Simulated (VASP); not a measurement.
Input of a VASP 6.6.1 run:

Contents of INCAR:

```
PREC = Accurate
ENCUT = 520
EDIFF = 1E-6
ISMEAR = -1
SIGMA = 0.02
LREAL = False
LASPH = True
NELM = 80
ALGO = Normal
ISIF = 2
LWAVE = False
LCHARG = False
GGA = PE
NBANDS = 11
```

Contents of KPOINTS:

```
Automatic mesh
0
Gamma
  10 10 10
```

Contents of POSCAR:

```
AlN
1.0
    0.0000000000      1.9583023986      2.0704327721
    1.9583023986      0.0000000000      2.0704327721
    1.9583023986      1.9583023986      0.0000000000
Al N
1 1
Direct
    0.0000000000      0.0000000000      0.0000000000
    0.5000000000      0.5000000000      0.5000000000
```

Potentials or basis: VASP PAW PBE potentials, release 64 (Al, N).

Launch:

```sh
$ cat potpaw_PBE.64/Al/POTCAR potpaw_PBE.64/N/POTCAR > POTCAR
$ mpirun -np 1 vasp_std > vasp.out
```

Task: Predict the pressure.

Result: 18.3 GPa.

Task: Estimate the band gap on the k mesh.

Result: 4.62 eV, indirect (least direct gap 5.97 eV).

Stress tensor (GPa, compression positive):
```
24.65  0.00  0.00
 0.00 24.65  0.00
 0.00  0.00  5.74
```

Caveat: the cell differs from its parent crystal (epitaxial xy strain -3.0%). A k mesh can miss the band edges.
